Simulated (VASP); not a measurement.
A run of VASP 6.6.1 is set up as follows.

File INCAR:

```
PREC = Accurate
ENCUT = 520
EDIFF = 1E-6
ISMEAR = -1
SIGMA = 0.1
LREAL = F
LASPH = T
NELM = 80
ALGO = Normal
ISIF = 2
LWAVE = F
LCHARG = F
GGA = PS
NBANDS = 17
```

KPOINTS

```
regular mesh
0
Gamma
  8 8 8
```

POSCAR

```
Ba
1.0
    0.0000000000      3.8485822299      3.8485822299
    3.8485822299      0.0000000000      3.8485822299
    3.8485822299      3.8485822299      0.0000000000
Ba
2
Direct
    0.1250000000      0.1250000000      0.1250000000
    0.8750000000      0.8750000000      0.8750000000
```

Potentials or basis: VASP PAW PBE potentials, release 64 (Ba_sv).

The run is started by

```console
$ cat potpaw_PBE.64/Ba_sv/POTCAR > POTCAR
$ mpirun -np 1 vasp_std > vasp.out
```

(1) Predict the band gap on the k mesh.

(2) Estimate the pressure.

Results:

(1) zero (band 10 reaches 1.72 eV, above the bottom of band 11 at 1.56 eV).

(2) -0.6 GPa.

Caveat: the PAW data sets were made with another functional, which shifts forces and pressure a little; spin-orbit coupling is left out, which moves the levels of the heavy elements.
